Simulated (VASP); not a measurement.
Here is a VASP 6.6.1 calculation.

File INCAR:

```
  ALGO = Normal
  EDIFF = 1E-7
  ENCUT = 520
  GGA = PE
  ISIF = 2
  ISMEAR = -1
  LASPH = T
  LCHARG = F
  LREAL = F
  LWAVE = F
  NBANDS = 29
  NELM = 80
  PREC = Accurate
  SIGMA = 0.05
```

File KPOINTS:

```
k-points
0
Gamma
  7 7 7
```

The input POSCAR:

```
KZnF3
1.0
    4.0228179729      0.0000000000      0.0000000000
    0.0000000000      4.0228179729      0.0000000000
    0.0000000000      0.0000000000      4.0228179729
Zn K F
1 1 3
Direct
    0.5000000000      0.5000000000      0.5000000000
    0.0000000000      0.0000000000      0.0000000000
    0.5000000000      0.0000000000      0.5000000000
    0.0000000000      0.5000000000      0.5000000000
    0.5000000000      0.5000000000      0.0000000000
```

Potentials or basis: VASP PAW PBE potentials, release 64 (Zn, K_sv, F).

Run with:

```console
$ cat potpaw_PBE.64/Zn/POTCAR potpaw_PBE.64/K_sv/POTCAR potpaw_PBE.64/F/POTCAR > POTCAR
$ mpirun -np 1 vasp_std > vasp.out
```

Question: Estimate the pressure.

Answer: 6.9 GPa.

Question: Estimate the band gap on the k mesh.

Answer: 3.96 eV (least direct gap 5.82 eV).

Caveat: the cell stands under pressure; an odd mesh through Γ misses points on the zone boundary, where band edges can lie. As with any semilocal functional, this PBE gap is likely too small.
